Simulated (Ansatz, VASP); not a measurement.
## One calculation of Si2Mo, two programs

```
Si Mo
1.0
    -1.57838    1.57838    3.87738
     1.57838   -1.57838    3.87738
     1.57838    1.57838   -3.87738
Si Mo
2 1
Cartesian
  0.0000 0.0000 2.5823
  0.0000 0.0000 5.1724
  0.0000 0.0000 0.0000
```

Alike in both runs: task single point; functional LDA; k mesh 13 × 13 × 13; no spin polarisation.

|  | VASP | Ansatz |
| --- | --- | --- |
| version | VASP 6.6.1 | Ansatz 0.2.0 |
| potentials or method | VASP PAW LDA potentials, release 64 (Si, Mo_sv), cutoff 520 eV | plane waves, PAW |
| occupations | methfessel-paxton of order 1, width 0.15 eV | cold, width 0.15 eV |
| valence electrons in the cell | 22 | 22 |

|  | VASP | Ansatz | Ansatz less VASP |
| --- | --- | --- | --- |
| pressure (GPa) | 3.6 | 2.9 | -0.70 |
| traceless stress, the component that is largest in VASP (GPa) | -0.48 | -0.55 | -0.078 |

LDA's correlation is that of Perdew and Zunger in VASP and of Perdew and Wang (1992) in Ansatz.
